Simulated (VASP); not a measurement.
# Na3LaN2: relaxation of cell and atoms with PBE

Crystal: Na3LaN2.

```
CELL_PARAMETERS angstrom
3.61913 0.00000 0.00000
0.00000 3.61913 0.00000
0.00000 0.00000 7.86367
ATOMIC_POSITIONS crystal
Na 0.50000 0.00000 0.62505
Na 0.00000 0.50000 0.37495
Na 0.50000 0.50000 0.00000
La 0.00000 0.00000 0.00000
N 0.50000 0.00000 0.26261
N 0.00000 0.50000 0.73739
```

| Quantity | Value |
| --- | --- |
| Program | VASP 6.6.1 |
| Task | relaxation of cell and atoms |
| Functional | PBE |
| Potentials or basis | VASP PAW PBE potentials, release 64 (Na_pv, La, N) |
| Cutoff | 600 eV |
| k mesh | 6 × 6 × 2 |
| Occupations | gaussian, width 0.1 eV |
| Spin | no spin polarisation |
| Dipole correction | no |
| Further INCAR settings | ALGO = Normal; EDIFF = 1e-07; IBRION = 2; EDIFFG = -0.04; NSW = 90; ISIF = 3 |

| Property | Result |
| --- | --- |
| Relaxed volume | 19.64 Å³/atom |
| Relaxed cell | a = 4.401 Å, b = 4.401 Å, c = 6.084 Å, α = 90.00°, β = 90.00°, γ = 90.00° |
| Space group after relaxing (to 0.05 Å) | P-4m2 (No. 115) |
| Energy gained by relaxing | 879.7 meV/atom |
| Ionic steps | 22 |
| Pressure after relaxing | 0.0 GPa |
| Largest force after relaxing | 0.037 eV/Å |

Forces in eV/Å, atoms in the order of the input:
```
Na   0.000  0.000  0.030
Na   0.000  0.000 -0.030
Na   0.000  0.000  0.000
La   0.000  0.000  0.000
N    0.000  0.000 -0.037
N    0.000  0.000  0.037
```

Stress tensor (GPa, compression positive):
```
 0.15  0.00  0.00
 0.00  0.15  0.00
 0.00  0.00 -0.21
```

Step by step:
```csv
step,energy change (eV),largest force (eV/Å),pressure (GPa),volume (Å³)
1,0.0000,3.2190,1.81,103.00
2,-3.5201,2.1480,0.25,104.25
3,-4.4238,1.2541,2.05,103.16
4,-4.1264,1.7559,9.33,95.82
5,-4.4268,1.2998,6.59,98.49
6,-4.8530,0.7845,-1.28,112.32
7,-4.8550,0.7967,-1.68,113.31
8,-5.0061,0.7079,0.18,111.90
9,-5.0379,0.6436,1.61,110.97
10,-5.1475,0.4395,0.37,114.57
11,-5.2164,0.2090,-1.08,120.01
12,-5.2183,0.1783,-1.29,120.97
13,-5.2462,0.2437,0.90,117.98
14,-5.2483,0.2334,0.43,118.59
15,-5.2635,0.1088,0.04,119.51
16,-5.2671,0.1389,-0.25,120.19
17,-5.2711,0.1041,0.14,119.28
18,-5.2711,0.0916,0.10,119.38
19,-5.2745,0.0625,-0.15,119.41
20,-5.2755,0.0337,-0.41,119.43
21,-5.2775,0.0322,-0.17,118.56
22,-5.2780,0.0368,0.03,117.81
```

Final structure:
```xyz
6
Lattice="4.4006 0.0000 0.0000 0.0000 4.4006 0.0000 0.0000 0.0000 6.0837" Properties=species:S:1:pos:R:3 pbc="T T T"
Na    2.2003    0.0000    3.3816
Na    0.0000    2.2003    2.7021
Na    2.2003    2.2003    0.0000
La    0.0000    0.0000    0.0000
N     2.2003    0.0000    1.0869
N     0.0000    2.2003    4.9968
```

Levels at points of the mesh, in eV from the Fermi level:
| k point | band 17 | band 18 | band 19 | band 20 | band 21 | band 22 | band 23 | band 24 | band 25 |
| --- | --- | --- | --- | --- | --- | --- | --- | --- | --- |
| (0.00, 0.00, 0.00) | -1.59 | -1.16 | -1.16 | -0.15 | -0.15 | -0.01 | 3.18 | 3.69 | 3.83 |
| (0.50, 0.00, 0.00) | -1.65 | -0.95 | -0.90 | -0.80 | -0.68 | 1.11 | 2.26 | 3.43 | 3.70 |
| (0.50, 0.50, 0.00) | -1.39 | -0.71 | -0.62 | -0.49 | -0.49 | 1.76 | 1.76 | 1.87 | 3.45 |
| (0.00, 0.00, 0.50) | -1.55 | -1.23 | -1.23 | -0.06 | -0.06 | 1.57 | 1.64 | 3.34 | 3.84 |
| (0.50, 0.00, 0.50) | -1.71 | -1.09 | -0.89 | -0.83 | -0.59 | 2.02 | 2.30 | 2.91 | 3.65 |
| (0.50, 0.50, 0.50) | -1.06 | -0.95 | -0.85 | -0.63 | -0.63 | 2.14 | 2.14 | 2.44 | 3.31 |

Wall time 26 min on 1 thread of Intel(R) Xeon(R) Platinum 8488C (Sapphire Rapids), with other jobs on the host, peak memory 0.27 GiB.

Caveat: the k points lie up to 0.52 Å⁻¹ apart in the final cell; spin-orbit coupling is left out, which moves the levels of the heavy elements.
